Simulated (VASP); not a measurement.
Crystal: KCl.

```
K Cl
1.0
     3.63239    0.00000    0.00000
     0.00000    3.63239    0.00000
     0.00000    0.00000    3.63239
K Cl
1 1
Direct
  0.00000 0.00000 0.00000
  0.50000 0.50000 0.50000
```

This cell differs from its parent crystal: strain -3.7%.

Base run:

* Program: VASP 6.6.1
* Functional: PBE
* Potentials or basis: VASP PAW PBE potentials, release 64 (K_sv, Cl)
* Cutoff: 520 eV
* k mesh: 8 × 8 × 8
* Occupations: fermi-dirac, width 0.02 eV
* Spin: no spin polarisation

Its results: band gap on the k mesh 5.59 eV, indirect (least direct gap 5.82 eV); pressure 4.6 GPa.

The run is repeated on the same cell with these changes: functional from PBE to r2SCAN; occupations from fermi-dirac, width 0.02 eV to gaussian, width 0.01 eV. What comes out?

Band gap on the k mesh 6.41 eV, indirect (least direct gap 6.65 eV); pressure 3.4 GPa.

Caveats: the PAW data sets were made with another functional, which shifts forces and pressure a little (some runs).

A k mesh can miss the band edges.
